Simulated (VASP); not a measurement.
Runs of VASP 6.6.1 on KF. The structure is that of space group I4/mmm (No. 139), or close to it. The cells are those of the table. 

| cell | gap on the mesh (eV) | pressure (GPa) |
| --- | --- | --- |
| a = 3.831, b = 3.831, c = 3.970 Å, angles 58.8, 58.8, 62.4°, 2 atoms | 5.71 | (a) |
| a = 3.786, b = 3.786, c = 3.592 Å, angles 61.7, 61.7, 56.6°, 2 atoms | 6.32 | (b) |
| a = 3.782, b = 3.782, c = 3.875 Å, angles 59.2, 59.2, 61.6°, 2 atoms | 5.97 | 0.7 |
| a = 3.877, b = 3.877, c = 3.970 Å, angles 59.2, 59.2, 61.6°, 2 atoms | 5.63 | -1.3 |
| a = 3.736, b = 3.736, c = 3.592 Å, angles 61.3, 61.3, 57.5°, 2 atoms | 6.49 | (c) |
| a = 3.831, b = 3.831, c = 3.686 Å, angles 61.2, 61.2, 57.5°, 2 atoms | 6.10 | 1.9 |
| a = 3.688, b = 3.688, c = 3.781 Å, angles 59.2, 59.2, 61.7°, 2 atoms | 6.34 | 3.7 |
| a = 3.786, b = 3.786, c = 3.970 Å, angles 58.4, 58.4, 63.2°, 2 atoms | 5.77 | 0.7 |
| a = 3.736, b = 3.736, c = 3.875 Å, angles 58.8, 58.8, 62.5°, 2 atoms | 6.04 | 2.0 |

Alike in all rows: task single point; level PBE; potentials or basis VASP PAW PBE potentials, release 64 (K_sv, F); no spin polarisation; k mesh 8 × 8 × 8; cutoff (eV) 520; smearing gaussian 0.05 eV.

Problem. Estimate the missing entries.

Solution. (a) -0.4; (b) 4.6; (c) 5.4.

A k mesh can miss the band edges.
